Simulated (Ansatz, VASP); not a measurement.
# One calculation of In, two programs

INCAR

```
ALGO     = Fast           # electronic algorithm
EDIFF    = 1E-6           # SCF threshold, eV
ENCUT    = 520            # plane-wave cutoff, eV
GGA      = CA             # functional
ISIF     = 2              # what is computed and relaxed
ISMEAR   = 0              # smearing method
LASPH    = True           # aspherical terms in the spheres
LCHARG   = False          # write CHGCAR
LREAL    = False          # projectors in reciprocal space
LWAVE    = False          # write WAVECAR
NBANDS   = 20             # bands
NELM     = 80             # most SCF steps
PREC     = Accurate       # precision mode
SIGMA    = 0.15           # smearing width, eV
```

The input KPOINTS:

```
k-points
0
Gamma
  18 18 10
```

Contents of POSCAR:

```
In
1.0
    3.2311818586      0.0000000000      0.0000000000
   -1.6155909293      2.7982855738      0.0000000000
    0.0000000000      0.0000000000      5.8705550182
In
2
Direct
    0.3333333333      0.6666666667      0.2500000000
    0.6666666667      0.3333333333      0.7500000000
```

Input for Ansatz:

```yaml
crystal:
  lattice:
    - [3.2311818586, 0.0, 0.0]
    - [-1.6155909293, 2.7982855738, 0.0]
    - [0.0, 0.0, 5.8705550182]
  atoms:
    - { symbol: In, position: [0.3333333333, 0.6666666667, 0.25] }
    - { symbol: In, position: [0.6666666667, 0.3333333333, 0.75] }
basis:
  ecutwfc: 420
kpoints:
  mp_grid: { grid: [18, 18, 10] }
hamiltonian:
  xc: lda
scf:
  occupations: { method: gaussian, width: 0.15 }
output:
  forces: true
  stress: true
  eigenvalues: true
```

Alike in both runs: task single point; functional LDA; k mesh 18 × 18 × 10; occupations gaussian, width 0.15 eV; no spin polarisation.

|  | VASP | Ansatz |
| --- | --- | --- |
| version | VASP 6.6.1 | Ansatz 0.2.0 |
| potentials or method | VASP PAW LDA potentials, release 64 (In_d), cutoff 520 eV | scalar-relativistic, plane waves, PAW |
| valence electrons in the cell | 26 | 26 |

Ansatz gave:

| Item | Value |
| --- | --- |
| gap on the k mesh at the Fermi level (eV) | none |
| pressure (GPa) | -2.5 |
| traceless stress, the component that is largest in VASP (GPa) | -1.43 |

Q: What did VASP give for the same quantities?

A: gap on the k mesh at the Fermi level (eV): none; pressure (GPa): -2.5; traceless stress, the component that is largest in VASP (GPa): -1.45.

LDA's correlation is that of Perdew and Zunger in VASP and of Perdew and Wang (1992) in Ansatz. A gap of «none» marks a metal or a gap that the smearing closes.
